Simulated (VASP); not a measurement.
Wanted: the native input for a VASP 6.6.1 run.

| Property | Result |
| --- | --- |
| Task | single point |
| Functional | PBE |
| Potentials or basis | VASP PAW PBE potentials, release 64 (Si, Ge_d) |
| Cutoff | 520 eV |
| k mesh | 6 × 6 × 1 |
| Occupations | gaussian, width 0.1 eV |
| Spin | no spin polarisation |
| Dipole correction | no |
| Further INCAR settings | ALGO = Normal; EDIFF = 1e-06; NBANDS = 51 |

The structure of Si3Ge2 lies in POSCAR:

```
Si3Ge2
1.0
    2.9710785336      0.0000000000      0.0000000000
   -1.4855392668      2.5730294867      0.0000000000
    0.0000000000      0.0000000000     21.9966874944
Si Ge
6 4
Direct
    0.3333333333      0.6666666667      0.6629395311
    0.3333333333      0.6666666667      0.8370604689
    0.3333333333      0.6666666667      0.2500000000
    0.6666666667      0.3333333333      0.7500000000
    0.6666666667      0.3333333333      0.1629395311
    0.6666666667      0.3333333333      0.3370604689
    0.3333333333      0.6666666667      0.0623029152
    0.3333333333      0.6666666667      0.4376970848
    0.6666666667      0.3333333333      0.9376970848
    0.6666666667      0.3333333333      0.5623029152
```

These files were run (other wordings do the same):

INCAR

```
SYSTEM = Si3Ge2
PREC = Accurate ; ENCUT = 520
EDIFF = 1E-6 ; ISMEAR = 0
SIGMA = 0.1 ; LREAL = .False.
LASPH = .True. ; NELM = 80
ALGO = Normal ; ISIF = 2
LWAVE = .False. ; LCHARG = .False.
GGA = PE ; NBANDS = 51
```

KPOINTS

```
regular mesh
0
Gamma
  6 6 1
  0 0 0
```

Potentials or basis: VASP PAW PBE potentials, release 64 (Si, Ge_d).

Launch:

```sh
$ cat potpaw_PBE.64/Si/POTCAR potpaw_PBE.64/Ge_d/POTCAR > POTCAR
$ mpirun -np 1 vasp_std > vasp.out
```

It gave:

```
Pressure               : -0.1 GPa
Largest force          : 0.010 eV/Å
Band gap on the k mesh : zero (bands 40 and 41 overlap by 7.25 eV)
```

Caveat: the k points lie up to 0.41 Å⁻¹ apart, too coarse for converged energies and pressures of a metal.

Run time: 92 s on 1 thread of Intel(R) Xeon(R) Platinum 8488C (Sapphire Rapids) (shared host), peak memory 0.3 GiB.
